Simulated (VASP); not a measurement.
# Mo8S15O (a cell with a defect) in VASP: notebook

Aim: see how the results for Mo8S15O (a cell with a defect) move with the level of theory and the settings. Levels: PBE, r2SCAN. Tasks: electric field gradients.

Program: VASP 6.6.1. These are calculated values, not measurements. Logs are shortened: lines on timing, memory, paths and dates and some standing lists are left out, and cuts for length are marked.

### 1 The cell of the first run

The cell holds a defect, 24 atoms: a = 6.338 Å, b = 6.338 Å, c = 12.324 Å, α = 90.00°, β = 90.00°, γ = 120.00°.

### 2 Electric field gradients, PBE

INCAR reads:

```
PREC = Accurate
ENCUT = 520
EDIFF = 1E-8
ISMEAR = -1
SIGMA = 0.01
LREAL = Auto
LASPH = True
NELM = 60
ALGO = Normal
ISIF = 2
LWAVE = False
LCHARG = False
GGA = PE
LEFG = True
NBANDS = 122
LUSENCCL = False
```

KPOINTS reads:

```
regular mesh
0
Gamma
  4 4 2
```

POSCAR reads:

```
Mo8S15O
1.0
    6.3380000000      0.0000000000      0.0000000000
   -3.1690000000      5.4888690092      0.0000000000
    0.0000000000      0.0000000000     12.3240000000
Mo O S
8 1 15
Direct
    0.1666666666      0.3333333334      0.2500000000
    0.1666666666      0.8333333334      0.2500000000
    0.6666666666      0.3333333334      0.2500000000
    0.6666666666      0.8333333334      0.2500000000
    0.3333333334      0.1666666666      0.7500000000
    0.3333333334      0.6666666666      0.7500000000
    0.8333333334      0.1666666666      0.7500000000
    0.8333333334      0.6666666666      0.7500000000
    0.1666666666      0.3333333334      0.6230000000
    0.1666666666      0.8333333334      0.6230000000
    0.6666666666      0.3333333334      0.6230000000
    0.6666666666      0.8333333334      0.6230000000
    0.3333333334      0.1666666666      0.1230000000
    0.3333333334      0.6666666666      0.1230000000
    0.8333333334      0.1666666666      0.1230000000
    0.8333333334      0.6666666666      0.1230000000
    0.1666666666      0.3333333334      0.8770000000
    0.1666666666      0.8333333334      0.8770000000
    0.6666666666      0.3333333334      0.8770000000
    0.6666666666      0.8333333334      0.8770000000
    0.3333333334      0.1666666666      0.3770000000
    0.3333333334      0.6666666666      0.3770000000
    0.8333333334      0.1666666666      0.3770000000
    0.8333333334      0.6666666666      0.3770000000
```

Potentials or basis: VASP PAW PBE potentials, release 64 (Mo_sv, O, S).

Started as:

```bash
> cat potpaw_PBE.64/Mo_sv/POTCAR potpaw_PBE.64/O/POTCAR potpaw_PBE.64/S/POTCAR > POTCAR
> mpirun -np 1 vasp_std > vasp.out
```

OUTCAR:

```text
PREC = Accurate
   ENCUT = 520
   EDIFF = 1E-8
   ISMEAR = -1
   LREAL = Auto
   LASPH = True
   NELM = 60
   ISIF = 2
   GGA = PE

 ion  position               nearest neighbor table
   1  0.167  0.333  0.250-  15 2.41  23 2.41  22 2.41  14 2.41  13 2.41  21 2.41   3 3.17   3 3.17
                             4 3.17   2 3.17   2 3.17   4 3.17
   2  0.167  0.833  0.250-  16 2.41  24 2.41  21 2.41  13 2.41  22 2.41  14 2.41   4 3.17   4 3.17
                             1 3.17   1 3.17   3 3.17   3 3.17
   3  0.667  0.333  0.250-  13 2.41  21 2.41  16 2.41  24 2.41  23 2.41  15 2.41   1 3.17   1 3.17
                             4 3.17   4 3.17   2 3.17   2 3.17
   4  0.667  0.833  0.250-  14 2.41  22 2.41  15 2.41  23 2.41  16 2.41  24 2.41   2 3.17   2 3.17
                             3 3.17   3 3.17   1 3.17   1 3.17
   5  0.333  0.167  0.750-  11 2.41  19 2.41  18 2.41  10 2.41   9 2.41  17 2.41   7 3.17   7 3.17
                             8 3.17   6 3.17   6 3.17   8 3.17
   6  0.333  0.667  0.750-  12 2.41  20 2.41  17 2.41   9 2.41  18 2.41  10 2.41   8 3.17   8 3.17
                             5 3.17   5 3.17   7 3.17   7 3.17
   7  0.833  0.167  0.750-   9 2.41  17 2.41  12 2.41  20 2.41  19 2.41  11 2.41   5 3.17   5 3.17
                             8 3.17   8 3.17   6 3.17   6 3.17
   8  0.833  0.667  0.750-  10 2.41  18 2.41  11 2.41  19 2.41  12 2.41  20 2.41   6 3.17   6 3.17
                             7 3.17   7 3.17   5 3.17   5 3.17
   9  0.167  0.333  0.623-   7 2.41   6 2.41   5 2.41
  10  0.167  0.833  0.623-   8 2.41   5 2.41   6 2.41
  11  0.667  0.333  0.623-   5 2.41   8 2.41   7 2.41
  12  0.667  0.833  0.623-   6 2.41   7 2.41   8 2.41
  13  0.333  0.167  0.123-   3 2.41   2 2.41   1 2.41
  14  0.333  0.667  0.123-   4 2.41   1 2.41   2 2.41
[... 8 lines left out ...]
  23  0.833  0.167  0.377-   1 2.41   4 2.41   3 2.41
  24  0.833  0.667  0.377-   2 2.41   3 2.41   4 2.41

  LATTYP: Found a hexagonal cell.
 ALAT       =     6.3380000000
 C/A-ratio  =     1.9444619754

  Lattice vectors:

 A1 = (   6.3380000000,   0.0000000000,   0.0000000000)
 A2 = (  -3.1690000000,   5.4888690092,   0.0000000000)
 A3 = (   0.0000000000,   0.0000000000,  12.3240000000)

Analysis of symmetry for initial positions (statically):
=====================================================================
 Subroutine PRICEL returns:
 Original cell was already a primitive cell.

 Routine SETGRP: Setting up the symmetry group for a
 hexagonal supercell.

 Subroutine GETGRP returns: Found  6 space group operations
 (whereof  2 operations were pure point group operations)
 out of a pool of 24 trial point group operations.

The static configuration has the point symmetry C_1h.
 The point group associated with its full space group is C_3v.

Analysis of symmetry for dynamics (positions and initial velocities):
=====================================================================
 Subroutine PRICEL returns:
 Original cell was already a primitive cell.

 Routine SETGRP: Setting up the symmetry group for a
 hexagonal supercell.

 Subroutine GETGRP returns: Found  6 space group operations
 (whereof  2 operations were pure point group operations)
 out of a pool of 24 trial point group operations.

The dynamic configuration has the point symmetry C_1h.
 The point group associated with its full space group is C_3v.

 Subroutine INISYM returns: Found  6 space group operations
 (whereof  2 operations are pure point group operations),
 and found     1 'primitive' translations

----------------------------------------------------------------------------------------

                                     Primitive cell

  volume of cell :     428.7329

  direct lattice vectors                    reciprocal lattice vectors
     6.338000000  0.000000000  0.000000000     0.157778479  0.091093447 -0.000000000
    -3.169000000  5.488869009  0.000000000     0.000000000  0.182186895  0.000000000
     0.000000000  0.000000000 12.324000000     0.000000000 -0.000000000  0.081142486

  length of vectors
     6.338000000  6.338000000 12.324000000     0.182186895  0.182186895  0.081142486

  position of ions in fractional coordinates (direct lattice)
     0.166666667  0.333333333  0.250000000
     0.166666667  0.833333333  0.250000000
     0.666666667  0.333333333  0.250000000
     0.666666667  0.833333333  0.250000000
[... 116 lines left out ...]
   EFERMI =   0.00;   METHOD = LEGACY
   ISMEAR =    -1;   SIGMA  =   0.01  broadening in eV -4-tet -1-fermi 0-gaus
   EFERMI_NEDOS =   21; number of points for ismear=-14 and -15
   IALGO  =     38    algorithm
   IMIX   =      4    mixing-type and parameters
     AMIX     =   0.40;   BMIX     =  1.00
     AMIX_MAG =   1.60;   BMIX_MAG =  1.00
  volume/ion in A,a.u.               =      17.86       120.55
  Fermi-wavevector in a.u.,A,eV,Ry     =   1.286373  2.430893 22.514325  1.654756
  Thomas-Fermi vector in A             =   2.418452
   LORBIT       =      0    0 simple, 1 ext, 2 COOP (PROOUT), +10 PAW based schemes
   GGA     = PE    functional components
   LHFCALC =     F    Hartree Fock is set to
   AEXX    =    0.0000 exact exchange contribution
   IVDW    =     0    specifies the selected vdW correction
   LEPSILON=     F    determine dielectric tensor
   LRPA    =     F    only Hartree local field effects (RPA)
 non-spin polarized calculation
  energy-cutoff  :      520.00
  volume of cell :      428.73
 maximum number of plane-waves:     11595
 NGX is ok and might be reduce to    48
   NGX = 23   NGY = 23   NGZ = 45

 number of electron     207.9999983 magnetization

 Free energy of the ion-electron system (eV)
  ---------------------------------------------------
  ext. energy  EPLUGINS =         0.00000000
  ---------------------------------------------------
  free energy    TOTEN  =      -175.19918628 eV

  energy without entropy =     -175.19918628  energy(sigma->0) =     -175.19918628

 E-fermi :   7.4880     XC(G=0): -10.7227

 val. band max:        7.1136198170   @ k =   0.0000   0.0000   0.0000
 cond. band min:       7.9934703727   @ k =   0.2500   0.2500   0.0000
 fundamental gap:      0.8798505557
 Fermi energy:         7.4879848607

 k-point     1 :       0.0000    0.0000    0.0000
  band No.  band energies     occupation
      1     -54.5640      2.00000
      2     -54.5337      2.00000
      3     -54.5337      2.00000
      4     -54.3923      2.00000
      5     -54.3030      2.00000
      6     -54.2644      2.00000
[... 941 lines left out ...]
    115       8.9586      0.00000
    116       8.9872      0.00000
 [bands above 116 left out]

------------------------ aborting loop because EDIFF is reached ----------------------------------------

  FORCE on cell =-STRESS in cart. coord.  units (eV):
  Direction    XX          YY          ZZ          XY          YZ          ZX
  --------------------------------------------------------------------------------------
  -------------------------------------------------------------------------------------
  Total       -2.2893945     -2.2893945     -3.1053472      0.0000000     -0.0000000     -0.0000000
  in kB       -8.5554810     -8.5554810    -11.6047011      0.0000000     -0.0000000     -0.0000000
  external PRESSURE =      -9.5718877 kB  Pullay stress =       0.0000000 kB

 VOLUME and BASIS-vectors are now :
 -----------------------------------------------------------------------------
  energy-cutoff  :      520.00
  volume of cell :      428.73
      direct lattice vectors                 reciprocal lattice vectors
     6.338000000  0.000000000  0.000000000     0.157778479  0.091093447 -0.000000000
    -3.169000000  5.488869009  0.000000000     0.000000000  0.182186895  0.000000000
     0.000000000  0.000000000 12.324000000     0.000000000 -0.000000000  0.081142486

 POSITION                                       TOTAL-FORCE (eV/Angst)
 -----------------------------------------------------------------------------------
     -0.00000      1.82962      3.08100        -0.000000     -0.000000      0.007425
     -1.58450      4.57406      3.08100         0.022300      0.012875     -0.001198
      3.16900      1.82962      3.08100         0.000000     -0.025750     -0.001198
      1.58450      4.57406      3.08100        -0.022300      0.012875     -0.001198
      1.58450      0.91481      9.24300        -1.241992      0.717064     -1.335292
      0.00000      3.65925      9.24300        -0.000000     -1.434128     -1.335292
[... 16 lines left out ...]
      4.75350      0.91481      4.64615         0.027413      0.015827     -0.039032
      3.16900      3.65925      4.64615         0.000000     -0.000000     -0.057827
 -----------------------------------------------------------------------------------
    total drift:                               -0.000001      0.000000      0.001071

  FREE ENERGIE OF THE ION-ELECTRON SYSTEM (eV)
  ---------------------------------------------------
  free  energy   TOTEN  =      -175.1991862843 eV

  energy  without entropy=     -175.1991862843  energy(sigma->0) =     -175.19918628

 Electric field gradients (V/A^2)
---------------------------------------------------------------------
 ion       V_xx      V_yy      V_zz      V_xy      V_xz      V_yz
---------------------------------------------------------------------
   1      39.250    39.249   -78.499    -0.001     0.000    -0.000
   2      39.341    39.218   -78.559     0.105    -0.610    -0.352
   3      39.158    39.402   -78.559    -0.001     0.000     0.704
   4      39.341    39.218   -78.559    -0.107     0.610    -0.352
   5      40.098    22.704   -62.802   -15.063    52.372   -30.237
   6      14.009    48.793   -62.802    -0.001     0.000    60.474
[... 16 lines left out ...]
  23      26.493    26.812   -53.305    -0.275    -0.529    -0.306
  24      25.475    25.475   -50.950     0.000    -0.000     0.000
---------------------------------------------------------------------

 Electric field gradients after diagonalization (V/A^2)
 (convention: |V_zz| > |V_xx| > |V_yy|)
----------------------------------------------------------------------
 ion       V_xx      V_yy      V_zz     asymmetry (V_yy - V_xx)/ V_zz
----------------------------------------------------------------------
   1      39.251    39.249   -78.499       0.000
   2      39.406    39.158   -78.563       0.003
   3      39.406    39.158   -78.563       0.003
   4      39.407    39.156   -78.563       0.003
   5      75.279    14.008   -89.287       0.686
   6      75.278    14.009   -89.287       0.686
[... 16 lines left out ...]
  23      26.970    26.340   -53.310       0.012
  24      25.476    25.474   -50.950       0.000
----------------------------------------------------------------------

           NMR quadrupolar parameters

 Cq : quadrupolar parameter    Cq=e*Q*V_zz/h
 eta: asymmetry parameters     (V_yy - V_xx)/ V_zz
 Q  : nuclear electric quadrupole moment in mb (millibarn)
----------------------------------------------------------------------
 ion       Cq(MHz)       eta       Q (mb)
----------------------------------------------------------------------
   1      -0.190       0.000       1.000
   2      -0.190       0.003       1.000
   3      -0.190       0.003       1.000
   4      -0.190       0.003       1.000
   5      -0.216       0.686       1.000
   6      -0.216       0.686       1.000
[... 16 lines left out ...]
  23      -0.129       0.012       1.000
  24      -0.123       0.000       1.000
----------------------------------------------------------------------
```

It took 3.6 min on 1 × NVIDIA H100 80GB with 1 thread of AMD EPYC 7R13 (Zen 3), shared host; peak memory 1.6 GiB.

What came out:

| Item | Value |
| --- | --- |
| Free energy | -175.1992 eV |
| Pressure | -1.0 GPa |
| Largest force | 4.289 eV/Å |
| Band gap on the k mesh | 0.88 eV |
| Largest electric field gradient by atom | Mo -78.5, -78.6, -89.3, -81.1 (each value once); O +9.3; S -44.4, -51.4, -50.6, -53.5, -55.5, -53.3, -51.0 (each value once) V/Å² |

Forces on the atoms (eV/Å):
```
Mo   0.000  0.000  0.007
Mo   0.022  0.013 -0.001
Mo   0.000 -0.026 -0.001
Mo  -0.022  0.013 -0.001
Mo  -1.242  0.717 -1.335
Mo   0.000 -1.434 -1.335
Mo   1.242  0.717 -1.335
Mo   0.000  0.000 -0.208
O    0.000  0.000  4.289
S    0.051  0.029  0.197
S    0.000 -0.059  0.197
S   -0.051  0.029  0.197
S    0.001 -0.001  0.081
S    0.000  0.002  0.081
S   -0.001 -0.001  0.081
S    0.000  0.000  0.081
S    0.000  0.000 -0.444
S    0.249  0.144 -0.125
S    0.000 -0.288 -0.125
S   -0.249  0.144 -0.125
S   -0.027  0.016 -0.039
S    0.000 -0.032 -0.039
S    0.027  0.016 -0.039
S    0.000  0.000 -0.058
```

Levels at points of the mesh, in eV from the valence-band top:
```csv
k point,band 102,band 103,band 104,band 105,band 106,band 107
"(0.00, 0.00, 0.00)",-1.18,-1.06,0.00,1.44,1.44,1.58
"(0.50, 0.00, 0.00)",-1.18,-1.08,-1.07,1.03,1.05,1.12
"(0.00, 0.00, 0.50)",-1.22,-0.31,-0.21,1.44,1.44,1.58
"(0.50, 0.00, 0.50)",-1.16,-1.09,-1.08,1.07,1.12,1.30
```

Electric field gradients, principal values (V/Å²):
```tsv
atom	least	middle	greatest (by size)
1 Mo	39.249	39.251	-78.499
2 Mo	39.158	39.406	-78.563
3 Mo	39.158	39.406	-78.563
4 Mo	39.156	39.407	-78.563
5 Mo	14.008	75.279	-89.287
6 Mo	14.009	75.278	-89.287
7 Mo	14.009	75.278	-89.287
8 Mo	40.554	40.556	-81.110
9 O	-4.651	-4.654	9.305
10 S	10.764	33.654	-44.418
11 S	10.764	33.654	-44.418
12 S	10.764	33.654	-44.417
13 S	25.615	25.795	-51.410
14 S	25.614	25.795	-51.410
15 S	25.614	25.795	-51.410
16 S	25.311	25.312	-50.623
17 S	26.758	26.759	-53.518
18 S	20.998	34.506	-55.504
19 S	20.998	34.506	-55.504
20 S	20.999	34.505	-55.504
21 S	26.339	26.971	-53.310
22 S	26.340	26.970	-53.310
23 S	26.340	26.970	-53.310
24 S	25.474	25.476	-50.950
```

Caveat: without QUAD_EFG the Cq values of the log hold for a quadrupole moment of 1 mb, not for the nuclei.

(Part 1 of 2 ends here.)
